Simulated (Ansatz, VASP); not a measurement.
This is a calculation of AlSn for Ansatz 0.2.0.

input.yaml

```yaml
crystal:
  lattice:
    - [4.19810562, 0.0, 0.0]
    - [-2.09905281, 3.6356661147, 0.0]
    - [0.0, 0.0, 3.306847]
  atoms:
    - { symbol: Sn, position: [0.0, 0.0, 0.5] }
    - { symbol: Al, position: [0.6666666667, 0.3333333333, 0.0] }
kpoints:
  mp_grid: { grid: [7, 7, 8] }
scf:
  occupations: { method: gaussian, width: 0.02 }
hamiltonian:
  xc: rpbe
  pseudopotentials: { kind: all_electron, lapw: { basis_error: 0.001 } }
output:
  forces: true
  stress: true
  eigenvalues: true
```

Potentials or basis: all-electron LAPW, scalar-relativistic.

Run with:

```console
$ ansatz run input.yaml --threads 1 --pin off --max-ram 3072MiB --backend cpu --events-out ev --progress --plain --runs-dir out
```

Task: Set up the same calculation for VASP 6.6.1. Potentials there: VASP PAW PBE potentials, release 64 (Sn_d, Al).

Result: As run (the cutoff follows the program's own potentials):

Contents of INCAR:

```
PREC     = Accurate       # precision mode
ENCUT    = 520            # plane-wave cutoff, eV
EDIFF    = 1E-7           # SCF threshold, eV
ISMEAR   = 0              # smearing method
SIGMA    = 0.02           # smearing width, eV
LREAL    = F              # projectors in reciprocal space
LASPH    = T              # aspherical terms in the spheres
NELM     = 60             # most SCF steps
ALGO     = Normal         # electronic algorithm
ISIF     = 2              # what is computed and relaxed
LWAVE    = F              # write WAVECAR
LCHARG   = F              # write CHGCAR
GGA      = RP             # functional
NBANDS   = 16             # bands
```

Contents of KPOINTS:

```
Automatic mesh
0
Gamma
  7 7 8
```

POSCAR

```
AlSn
1.0
    4.1981056200      0.0000000000      0.0000000000
   -2.0990528100      3.6356661147      0.0000000000
    0.0000000000      0.0000000000      3.3068470000
Sn Al
1 1
Direct
    0.0000000000      0.0000000000      0.5000000000
    0.6666666667      0.3333333333      0.0000000000
```

Potentials or basis: VASP PAW PBE potentials, release 64 (Sn_d, Al).

Command:

```bash
$ cat potpaw_PBE.64/Sn_d/POTCAR potpaw_PBE.64/Al/POTCAR > POTCAR
$ mpirun -np 1 vasp_std > vasp.out
```

Both were run:

|  | VASP | Ansatz | Ansatz less VASP |
| --- | --- | --- | --- |
| gap on the k mesh at the Fermi level (eV) | none | none | - |
| pressure (GPa) | 1.5 | 1.5 | +0.07 |
| traceless stress, the component that is largest in VASP (GPa) | 0.61 | 0.62 | +0.005 |

VASP's potentials were made for PBE, not for RPBE. A gap of «none» marks a metal or a gap that the smearing closes. Ansatz ran all-electron here, and VASP with PAW potentials.
